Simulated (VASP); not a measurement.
Wanted: the native input for a VASP 6.6.1 run.

```yaml
Task: single point
Functional: PBE0
Potentials_or_basis: VASP PAW PBE potentials, release 64 (Ba_sv, O)
Cutoff: 520 eV
k_mesh: 8 × 8 × 8
Occupations: fermi-dirac, width 0.02 eV
Spin: no spin polarisation
Dipole_correction: no
Grid_for_exact_exchange_PRECFOCK: Normal
Further_INCAR_settings: ALGO = Normal; EDIFF = 1e-06; NBANDS = 15
Share_of_exact_exchange: 0.25
```

The system is BaO.

```
CELL_PARAMETERS angstrom
0.00000 2.77201 2.77201
2.77201 0.00000 2.77201
2.77201 2.77201 0.00000
ATOMIC_POSITIONS crystal
Ba 0.00000 0.00000 0.00000
O 0.50000 0.50000 0.50000
```

These files were run (other wordings do the same):

POSCAR

```
BaO
1.0
    0.0000000000      2.7720143000      2.7720143000
    2.7720143000      0.0000000000      2.7720143000
    2.7720143000      2.7720143000      0.0000000000
Ba O
1 1
Direct
    0.0000000000      0.0000000000      0.0000000000
    0.5000000000      0.5000000000      0.5000000000
```

INCAR.step1

```
SYSTEM = BaO
PREC = Accurate
ENCUT = 520
EDIFF = 1E-5
ISMEAR = -1
SIGMA = 0.02
LREAL = .FALSE.
LASPH = .TRUE.
NELM = 120
ALGO = Normal
ISIF = 2
LWAVE = .TRUE.
GGA = PE
NBANDS = 15
GGA_COMPAT = .FALSE.
KPAR = 4
```

INCAR.step2

```
SYSTEM = BaO
PREC = Accurate
ENCUT = 520
EDIFF = 1E-6
ISMEAR = -1
SIGMA = 0.02
LREAL = .FALSE.
LASPH = .TRUE.
NELM = 120
ALGO = Normal
ISIF = 2
LWAVE = .FALSE.
LCHARG = .TRUE.
GGA = PE
LHFCALC = .TRUE.
AEXX = 0.25
PRECFOCK = Normal
LVHAR = .TRUE.
ISTART = 1
NBANDS = 15
GGA_COMPAT = .FALSE.
KPAR = 4
```

KPOINTS

```
Automatic mesh
0
G
  8 8 8
  0 0 0
```

Potentials or basis: VASP PAW PBE potentials, release 64 (Ba_sv, O).

Run with:

```sh
$ cat potpaw_PBE.64/Ba_sv/POTCAR potpaw_PBE.64/O/POTCAR > POTCAR
$ cp INCAR.step1 INCAR
$ mpirun -np 4 vasp_std > vasp.out
$ cp INCAR.step2 INCAR
$ mpirun -np 4 vasp_std > vasp.out
```

Results of the run:

```yaml
Pressure: 1.0 GPa
Band_gap_on_the_k_mesh: 3.99 eV
```

Caveat: the PAW data sets were made with another functional, which shifts forces and pressure a little; spin-orbit coupling is left out, which moves the levels of the heavy elements.

It took 24 min on 4 MPI ranks on Intel(R) Xeon(R) Platinum 8488C (Sapphire Rapids) (shared host), peak memory 0.22 GiB a rank.
